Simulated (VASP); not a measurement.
# Fe: single point with PBE

Crystal: Fe.

```xyz
2
Lattice="0.0000 3.5910 3.5910 1.7955 0.0000 1.7955 1.7955 1.7955 0.0000" Properties=species:S:1:pos:R:3 pbc="T T T"
Fe    0.0000    0.0000    0.0000
Fe    0.0000    1.7955    1.7955
```

* Program: VASP 6.6.1
* Task: single point
* Functional: PBE
* Potentials or basis: VASP PAW PBE potentials, release 64 (Fe)
* Cutoff: 520 eV
* k mesh: 7 × 14 × 14
* Occupations: fermi-dirac, width 0.1 eV
* Spin: collinear spin
* Starting moments: [4.0, 0.0] μB

```yaml
Pressure: -16.4 GPa
Net_moment: 1.80 μB per cell
Site_moments: Fe +1.90, -0.10 μB
Valence_electrons_inside_the_program's_atomic_spheres: Fe 7.21, 7.24
```

Stress tensor (GPa, compression positive):
```
-16.43  -0.29  -0.29
 -0.29 -16.43   0.29
 -0.29   0.29 -16.43
```

Levels at points of the mesh, in eV from the Fermi level:
Spin up:
| k point | band 5 | band 6 | band 7 | band 8 | band 9 | band 10 | band 11 | band 12 | band 13 | band 14 |
| --- | --- | --- | --- | --- | --- | --- | --- | --- | --- | --- |
| (0.00, 0.00, 0.00) | -1.76 | -1.75 | -1.75 | -0.73 | -0.73 | 0.04 | 0.58 | 0.58 | 6.85 | 20.81 |
| (0.00, 0.50, 0.00) | -1.96 | -0.20 | 0.04 | 0.22 | 0.42 | 0.72 | 0.97 | 2.78 | 6.87 | 10.03 |
Spin down:
| k point | band 4 | band 5 | band 6 | band 7 | band 8 | band 9 | band 10 | band 11 |
| --- | --- | --- | --- | --- | --- | --- | --- | --- |
| (0.00, 0.00, 0.00) | -1.34 | -1.08 | -0.85 | -0.85 | 0.09 | 0.48 | 0.48 | 1.44 |
| (0.00, 0.50, 0.00) | -1.18 | -0.97 | 0.11 | 0.92 | 1.22 | 1.46 | 1.47 | 1.91 |

Run time: 2.4 min on 1 thread of Intel Xeon 6975P-C, with other jobs on the host, peak memory 0.22 GiB.
